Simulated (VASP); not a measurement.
# RuS2 (P1) in VASP: single point with LDA

Aim: the single point of RuS2 with LDA.

Program: VASP 6.6.1. These are calculated values, not measurements. Logs are shortened: lines on timing, memory, paths and dates and some standing lists are left out, and cuts for length are marked.

**1. The cell of the first run**

The typed cell holds 3 atoms: a = 3.400 Å, b = 3.407 Å, c = 4.626 Å, α = 89.56°, β = 89.78°, γ = 59.02°.

**2. Single point, LDA**

File POSCAR:

```
RuS2
1.0
    1.6731430000      2.9602280000      0.0063870000
   -1.6800580000      2.9642200000      0.0131380000
   -0.0091760000      0.0153250000      4.6263520000
Ru S
1 2
Direct
    0.0048210000      0.9773420000      0.0285460000
    0.3291710000      0.3853150000      0.2587130000
    0.6787690000      0.6788530000      0.7730450000
```

File INCAR.step1:

```
SYSTEM = RuS2
PREC = Accurate
ENCUT = 400
EDIFF = 1E-6
ISMEAR = -1
SIGMA = 0.0519
LREAL = .FALSE.
LASPH = .TRUE.
NELM = 120
ALGO = Normal
ISIF = 2
LWAVE = .FALSE.
LCHARG = .TRUE.
LMAXMIX = 4
NBANDS = 20
GGA_COMPAT = .FALSE.
NEDOS = 2001
LORBIT = 11
```

File KPOINTS.step1:

```
Automatic mesh
0
Gamma
  6 6 4
  0 0.5 0
```

File INCAR.step2:

```
SYSTEM = RuS2
PREC = Accurate
ENCUT = 400
EDIFF = 1E-6
ISMEAR = -5
SIGMA = 0.0519
LREAL = .FALSE.
LASPH = .TRUE.
NELM = 120
ALGO = Normal
ISIF = 2
LWAVE = .FALSE.
LCHARG = .FALSE.
LMAXMIX = 4
LORBIT = 11
NBANDS = 20
NEDOS = 1001
ICHARG = 11
GGA_COMPAT = .FALSE.
```

File KPOINTS.step2:

```
Automatic mesh
0
G
  9 9 6
  0 0 0
```

Potentials or basis: VASP PAW LDA potentials, release 64 (Ru_pv, S).

The run is started by

```bash
> cat potpaw_LDA.64/Ru_pv/POTCAR potpaw_LDA.64/S/POTCAR > POTCAR
> cp INCAR.step1 INCAR
> cp KPOINTS.step1 KPOINTS
> mpirun -np 1 vasp_std > vasp.out
> cp INCAR.step2 INCAR
> cp KPOINTS.step2 KPOINTS
> mpirun -np 1 vasp_std > vasp.out
```

OUTCAR:

```text
SYSTEM = RuS2
   PREC = Accurate
   ENCUT = 400
   EDIFF = 1E-6
   ISMEAR = -5
   LREAL = .FALSE.
   LASPH = .TRUE.
   NELM = 120
   ISIF = 2
   LORBIT = 11
   ICHARG = 11

 ion  position               nearest neighbor table
   1  0.005  0.977  0.029-   2 2.03   3 2.20   2 2.25   3 2.30   3 2.36   2 2.43
   2  0.329  0.385  0.259-   1 2.03   1 2.25   1 2.43
   3  0.679  0.679  0.773-   1 2.20   1 2.30   1 2.36

  LATTYP: Found a triclinic cell.
 ALAT       =     3.4072522212
 B/A-ratio  =     0.9979750319
 C/A-ratio  =     1.3578056985
 COS(alpha) =     0.0037861507
 COS(beta)  =     0.0077156535
 COS(gamma) =     0.5147545487

  Lattice vectors:

 A1 = (   1.6800580000,  -2.9642200000,  -0.0131380000)
 A2 = (  -1.6731430000,  -2.9602280000,  -0.0063870000)
 A3 = (   0.0091760000,  -0.0153250000,  -4.6263520000)

Analysis of symmetry for initial positions (statically):
=====================================================================
 Subroutine PRICEL returns:
 Original cell was already a primitive cell.

 Routine SETGRP: Setting up the symmetry group for a
 triclinic supercell.

 Subroutine GETGRP returns: Found  1 space group operations
 (whereof  1 operations were pure point group operations)
 out of a pool of  2 trial point group operations.

The static configuration has the point symmetry C_1 .

Analysis of symmetry for dynamics (positions and initial velocities):
=====================================================================
 Subroutine PRICEL returns:
 Original cell was already a primitive cell.

 Routine SETGRP: Setting up the symmetry group for a
 triclinic supercell.

 Subroutine GETGRP returns: Found  1 space group operations
 (whereof  1 operations were pure point group operations)
 out of a pool of  2 trial point group operations.

The dynamic configuration has the point symmetry C_1 .

 Subroutine INISYM returns: Found  1 space group operations
 (whereof  1 operations are pure point group operations),
 and found     1 'primitive' translations

----------------------------------------------------------------------------------------

                                     Primitive cell

  volume of cell :      45.9525

  direct lattice vectors                    reciprocal lattice vectors
     1.673143000  2.960228000  0.006387000     0.298423930  0.169140312  0.000031615
    -1.680058000  2.964220000  0.013138000    -0.298024280  0.168448031 -0.001149099
    -0.009176000  0.015325000  4.626352000     0.000434340 -0.000711872  0.216156249

  length of vectors
     3.400352644  3.407252221  4.626386482     0.343023743  0.342336867  0.216157858

  position of ions in fractional coordinates (direct lattice)
     0.004821000  0.977342000  0.028546000
     0.329171000  0.385315000  0.258713000
     0.678769000  0.678853000  0.773045000

  ion indices of the primitive-cell ions
   primitive index   ion index
                 1           1
                 2           2
                 3           3

----------------------------------------------------------------------------------------

 KPOINTS: Automatic mesh

Automatic generation of k-mesh.
 Grid dimensions read from file:
 generate k-points for:    9    9    6

 Generating k-lattice:

  Cartesian coordinates                     Fractional coordinates (reciprocal lattice)
     0.033158214  0.018793368  0.000003513     0.111111111 -0.000000000 -0.000000000
    -0.033113809  0.018716448 -0.000127678    -0.000000000  0.111111111 -0.000000000
     0.000072390 -0.000118645  0.036026042    -0.000000000  0.000000000  0.166666667

  Length of vectors
     0.038113749  0.038037430  0.036026310

  Shift w.r.t. Gamma in fractional coordinates (k-lattice)
     0.000000000  0.000000000  0.000000000

 TETIRR: Found   1456 inequivalent tetrahedra from     2916

 Subroutine IBZKPT returns following result:
 ===========================================

 Found    244 irreducible k-points:

 Following reciprocal coordinates:
            Coordinates               Weight
  0.000000  0.000000  0.000000      1.000000
  0.111111 -0.000000 -0.000000      2.000000
  0.222222 -0.000000  0.000000      2.000000
  0.333333 -0.000000 -0.000000      2.000000
  0.444444 -0.000000  0.000000      2.000000
 -0.000000  0.111111 -0.000000      2.000000
[... 16 lines left out ...]
 -0.111111  0.222222  0.000000      2.000000
 -0.000000  0.333333 -0.000000      2.000000
 [... further k-points ...]
   k-points           NKPTS =    244   k-points in BZ     NKDIM =    244   number of bands    NBANDS=     20
   number of dos      NEDOS =   1001   number of ions     NIONS =      3
   total plane-waves  NPLWV =  17280
   dimension x,y,z NGX =    24 NGY =   24 NGZ =   30
   dimension x,y,z NGXF=    48 NGYF=   48 NGZF=   60
   ions per type =               1   2
   NGX,Y,Z   is equivalent  to a cutoff of  11.73, 11.71, 10.78 a.u.
   NGXF,Y,Z  is equivalent  to a cutoff of  23.47, 23.42, 21.56 a.u.
 SYSTEM =  RuS2
   PREC   = accura    normal or accurate (medium, high low for compatibility)
   ISTART =      0    job   : 0-new  1-cont  2-samecut
   ICHARG =     11    charge: 1-file 2-atom 10-const
   ISPIN  =      1    spin polarized calculation?
   LNONCOLLINEAR =      F non collinear calculations
   LSORBIT =      F    spin-orbit coupling
   LASPH  =      T    aspherical Exc in radial PAW
   ENCUT  =  400.0 eV  29.40 Ry    5.42 a.u.   5.55  5.56  7.54*2*pi/ulx,y,z
   NELM   =    120;   NELMIN=  2; NELMDL=  0     # of ELM steps
   EDIFF  = 0.1E-05   stopping-criterion for ELM
   LREAL  =      F    real-space projection
   EDIFFG = 0.1E-04   stopping-criterion for IOM
   NSW    =      0    number of steps for IOM
   IBRION =     -1    ionic relax: 0-MD 1-quasi-New 2-CG
   NFREE  =      0    steps in history (QN), initial steepest desc. (CG)
   ISIF   =      2    stress and relaxation
   ISYM   =      2    0-nonsym 1-usesym 2-fastsym
   POTIM  = 0.5000    time-step for ionic-motion
   TEBEG  =    0.0;   TEEND  =   0.0 temperature during run
   PSTRESS=    0.0 pullay stress
   NELECT =      26.0000    total number of electrons
   NUPDOWN=      -1.0000    fix difference up-down
   EMIN   =  10.00;   EMAX   =-10.00  energy-range for DOS
   EFERMI =   0.00;   METHOD = LEGACY
   ISMEAR =    -5;   SIGMA  =   0.05  broadening in eV -4-tet -1-fermi 0-gaus
   EFERMI_NEDOS =   21; number of points for ismear=-14 and -15
   IALGO  =     38    algorithm
   IMIX   =      4    mixing-type and parameters
     AMIX     =   0.40;   BMIX     =  1.00
     AMIX_MAG =   1.60;   BMIX_MAG =  1.00
  volume/ion in A,a.u.               =      15.32       103.37
  Fermi-wavevector in a.u.,A,eV,Ry     =   1.354034  2.558753 24.945033  1.833408
  Thomas-Fermi vector in A             =   2.481240
   LORBIT       =     11    0 simple, 1 ext, 2 COOP (PROOUT), +10 PAW based schemes
   GGA     = CA    functional components
   LHFCALC =     F    Hartree Fock is set to
   AEXX    =    0.0000 exact exchange contribution
   IVDW    =     0    specifies the selected vdW correction
   LEPSILON=     F    determine dielectric tensor
   LRPA    =     F    only Hartree local field effects (RPA)
 non-spin polarized calculation
 Fermi weights with tetrahedron method with Bloechl corrections
  energy-cutoff  :      400.00
  volume of cell :       45.95
 maximum number of plane-waves:       861
 NGX is ok and might be reduce to    24

 number of electron      25.9999996 magnetization

 Free energy of the ion-electron system (eV)
  ---------------------------------------------------
  ext. energy  EPLUGINS =         0.00000000
  ---------------------------------------------------
  free energy    TOTEN  =       -20.17459340 eV

  energy without entropy =      -20.17459340  energy(sigma->0) =      -20.17459340

 E-fermi :   8.6584     XC(G=0): -11.8591

 val. band max:        8.7145655749   @ k =   0.1111  -0.0000  -0.0000
 cond. band min:       8.5606119799   @ k =   0.3333  -0.0000   0.1667
 fundamental gap:     -0.1539535950
 Fermi energy:         8.6583873130

 k-point     1 :       0.0000    0.0000    0.0000
  band No.  band energies     occupation
      1     -34.2700      2.00000
      2     -34.0783      2.00000
      3     -34.0281      2.00000
      4      -7.1512      2.00000
      5      -3.4147      2.00000
      6       1.2188      2.00000
[... 12 lines left out ...]
     19      17.2441      0.00000
     20      17.9481      0.00000

 k-point     2 :       0.1111   -0.0000   -0.0000
  band No.  band energies     occupation
      1     -34.2759      2.00000
      2     -34.0867      2.00000
      3     -34.0279      2.00000
      4      -6.9669      2.00000
      5      -3.5306      2.00000
      6       1.4156      2.00000
[... 12 lines left out ...]
     19      17.2851      0.00000
     20      18.4585      0.00000

 k-point     3 :       0.2222   -0.0000    0.0000
  band No.  band energies     occupation
      1     -34.2919      2.00000
      2     -34.1081      2.00000
      3     -34.0262      2.00000
      4      -6.4538      2.00000
      5      -3.8162      2.00000
      6       1.9268      2.00000
[... 12 lines left out ...]
     19      18.2658      0.00000
     20      18.8201      0.00000

 k-point     4 :       0.3333   -0.0000   -0.0000
  band No.  band energies     occupation
      1     -34.3126      2.00000
      2     -34.1312      2.00000
      3     -34.0230      2.00000
      4      -5.7434      2.00000
      5      -4.1484      2.00000
      6       2.2001      2.00000
[... 12 lines left out ...]
     19      17.9282      0.00000
     20      18.0513      0.00000

 k-point     5 :       0.4444   -0.0000    0.0000
  band No.  band energies     occupation
      1     -34.3272      2.00000
      2     -34.1450      2.00000
      3     -34.0207      2.00000
      4      -5.0947      2.00000
      5      -4.4498      2.00000
      6       1.6371      2.00000
[... 12 lines left out ...]
     19      17.4061      0.00000
     20      18.0827      0.00000

 k-point     6 :      -0.0000    0.1111   -0.0000
  band No.  band energies     occupation
      1     -34.2811      2.00000
      2     -34.0812      2.00000
      3     -34.0284      2.00000
      4      -6.9610      2.00000
      5      -3.5515      2.00000
      6       1.4286      2.00000
[... 12 lines left out ...]
     19      17.7125      0.00000
     20      18.0707      0.00000

 k-point     7 :       0.1111    0.1111    0.0000
  band No.  band energies     occupation
      1     -34.2739      2.00000
      2     -34.0876      2.00000
      3     -34.0269      2.00000
      4      -6.9778      2.00000
      5      -3.5299      2.00000
      6       1.3959      2.00000
[... 12 lines left out ...]
     19      17.4330      0.00000
     20      18.4623      0.00000
[... 277 lines left out ...]
 k-point    20 :      -0.4444    0.2222   -0.0000
  band No.  band energies     occupation
      1     -34.3252      2.00000
      2     -34.1554      2.00000
      3     -34.0199      2.00000
      4      -4.9175      2.00000
      5      -4.4327      2.00000
      6       2.0962      2.00000
[... 12 lines left out ...]
     19      18.2636      0.00000
     20      19.1541      0.00000

 k-point    21 :      -0.3333    0.2222    0.0000
  band No.  band energies     occupation
      1     -34.3408      2.00000
      2     -34.1421      2.00000
      3     -34.0213      2.00000
      4      -4.8655      2.00000
      5      -4.4582      2.00000
      6       2.0883      2.00000
[... 12 lines left out ...]
     19      18.1889      0.00000
     20      19.1562      0.00000

 k-point    22 :      -0.2222    0.2222   -0.0000
  band No.  band energies     occupation
      1     -34.3426      2.00000
      2     -34.1198      2.00000
      3     -34.0243      2.00000
      4      -5.3417      2.00000
      5      -4.3097      2.00000
      6       2.4465      2.00000
[... 12 lines left out ...]
     19      17.5427      0.00000
     20      19.0472      0.00000

 k-point    23 :      -0.1111    0.2222    0.0000
  band No.  band energies     occupation
      1     -34.3299      2.00000
      2     -34.0989      2.00000
      3     -34.0272      2.00000
      4      -5.9543      2.00000
      5      -4.0932      2.00000
      6       2.4555      2.00000
[... 12 lines left out ...]
     19      17.8097      0.00000
     20      18.7812      0.00000

 k-point    24 :      -0.0000    0.3333   -0.0000
  band No.  band energies     occupation
      1     -34.3442      2.00000
      2     -34.0974      2.00000
      3     -34.0267      2.00000
      4      -5.6963      2.00000
      5      -4.2238      2.00000
      6       2.3116      2.00000
[... 12 lines left out ...]
     19      17.7348      0.00000
     20      17.8271      0.00000

 [... further k-points ...]

------------------------ aborting loop because EDIFF is reached ----------------------------------------

  FORCE on cell =-STRESS in cart. coord.  units (eV):
  Direction    XX          YY          ZZ          XY          YZ          ZX
  --------------------------------------------------------------------------------------
  -------------------------------------------------------------------------------------
  Total        8.4181326      4.5185061      6.2848263     -2.2495438     -1.7783094      3.0934735
  in kB      293.5061868    157.5420042    219.1264354    -78.4324801    -62.0024452    107.8568927
  external PRESSURE =     223.3915421 kB  Pullay stress =       0.0000000 kB

 VOLUME and BASIS-vectors are now :
 -----------------------------------------------------------------------------
  energy-cutoff  :      400.00
  volume of cell :       45.95
      direct lattice vectors                 reciprocal lattice vectors
     1.673143000  2.960228000  0.006387000     0.298423930  0.169140312  0.000031615
    -1.680058000  2.964220000  0.013138000    -0.298024280  0.168448031 -0.001149099
    -0.009176000  0.015325000  4.626352000     0.000434340 -0.000711872  0.216156249

 POSITION                                       TOTAL-FORCE (eV/Angst)
 -----------------------------------------------------------------------------------
     -1.63419      2.91177      0.14493        -2.432347      2.181315     -1.279750
     -0.09898      2.12054      1.20406         2.597115     -1.872778      3.341391
     -0.01193      4.03343      3.58963        -0.164768     -0.308537     -2.061642
 -----------------------------------------------------------------------------------
    total drift:                               -0.001295      0.004300     -0.001674

  FREE ENERGIE OF THE ION-ELECTRON SYSTEM (eV)
  ---------------------------------------------------
  free  energy   TOTEN  =       -20.1745933962 eV

  energy  without entropy=      -20.1745933962  energy(sigma->0) =      -20.17459340

 total charge

# of ion       s       p       d       tot
------------------------------------------
    1        0.425   6.384   6.289  13.098
    2        1.364   2.348   0.000   3.712
    3        1.359   2.330   0.000   3.689
--------------------------------------------------
tot          3.148  11.063   6.289  20.500
```

It took 68 s on 1 thread of Intel Xeon Platinum 8375C at 2.90GHz (Ice Lake), shared host; peak memory 0.24 GiB.

What came out:

```yaml
Valence_electrons_inside_the_program's_atomic_spheres: Ru 13.10; S 3.71, 3.69
```

Levels at points of the mesh, in eV from the Fermi level:
```tsv
k point	band 9	band 10	band 11	band 12	band 13	band 14	band 15	band 16	band 17	band 18
(0.00, 0.00, 0.00)	-2.82	-2.79	-0.52	-0.08	0.23	0.42	3.12	3.62	4.97	7.97
(0.00, 0.00, 0.50)	-3.03	-2.95	-2.55	-0.57	-0.47	0.99	4.08	4.53	6.51	8.37
```
